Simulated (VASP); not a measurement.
Set up this calculation in VASP 6.6.1, as the native input.

* Task: single point
* Functional: PBE
* Potentials or basis: VASP PAW PBE potentials, release 64 (W_sv, C)
* Cutoff: 520 eV
* k mesh: 10 × 10 × 6
* Occupations: gaussian, width 0.026 eV
* Spin: no spin polarisation
* Dipole correction: no
* Further INCAR settings: ALGO = Normal; EDIFF = 1e-07; NBANDS = 16

The structure of WC lies in POSCAR:

```
WC
1.0
    1.6403461100     -2.1180379000      0.0000000000
    1.6403461100      2.1180379000      0.0000000000
    0.0000000000      0.0000000000      4.3094211000
W C
1 1
Direct
    0.5000000000      0.5000000000      0.5000000000
    0.0000000000      0.0000000000      0.0000000000
```

The input as run:

INCAR

```
ALGO = Normal
EDIFF = 1E-7
ENCUT = 520
GGA = PE
ISIF = 2
ISMEAR = 0
LASPH = T
LCHARG = F
LREAL = F
LWAVE = F
NBANDS = 16
NELM = 80
PREC = Accurate
SIGMA = 0.026000000000000002
```

KPOINTS

```
k-points
0
Gamma
  10 10 6
```

Potentials or basis: VASP PAW PBE potentials, release 64 (W_sv, C).

Launch:

```sh
$ cat potpaw_PBE.64/W_sv/POTCAR potpaw_PBE.64/C/POTCAR > POTCAR
$ mpirun -np 1 vasp_std > vasp.out
```

Results of the run:

| Item | Value |
| --- | --- |
| Pressure | -31.9 GPa |
| Band gap on the k mesh | zero (band 9 reaches 8.95 eV, above the bottom of band 10 at 4.87 eV) |

Caveat: spin-orbit coupling is left out, which moves the levels of the heavy elements.

Wall time 26 s on 1 thread of AMD EPYC 7R13 Processor (Zen 3) (shared host), peak memory 0.15 GiB.
